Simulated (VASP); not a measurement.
Runs of VASP 6.6.1 on Ni. The structure is that of space group Im-3m (No. 229), or close to it. The cells are those of the table. 

```csv
task,cell,cutoff (eV),k mesh for the DOS,occupations for the DOS,gap on the mesh (eV),pressure (GPa)
single point,"a = 2.150 Å, angles 109.5°, 1 atom",520,-,-,none,(a)
single point,"a = 2.337 Å, angles 109.5°, 1 atom",520,-,-,none,26.3
relaxation of cell and atoms,"relaxed from a = 2.419 Å, angles 109.5°, 1 atom",600,-,-,none,0.0
single point,"a = 2.421 Å, angles 109.5°, 1 atom",520,-,-,none,0.0
single point,"a = 2.042 Å, angles 109.5°, 1 atom",520,-,-,none,339.0
```

Alike in all rows: level PBE; potentials or basis VASP PAW PBE potentials, release 64 (Ni); no spin polarisation; k mesh 21 × 21 × 21; smearing fermi-dirac 0.1 eV.

**Question.** Fill in the values left out.

**Answer.** (a) 164.0.

Caveats: the run has no spin polarisation, though such a crystal can be magnetic.

A gap of «none» marks levels without a gap at the run's occupations.
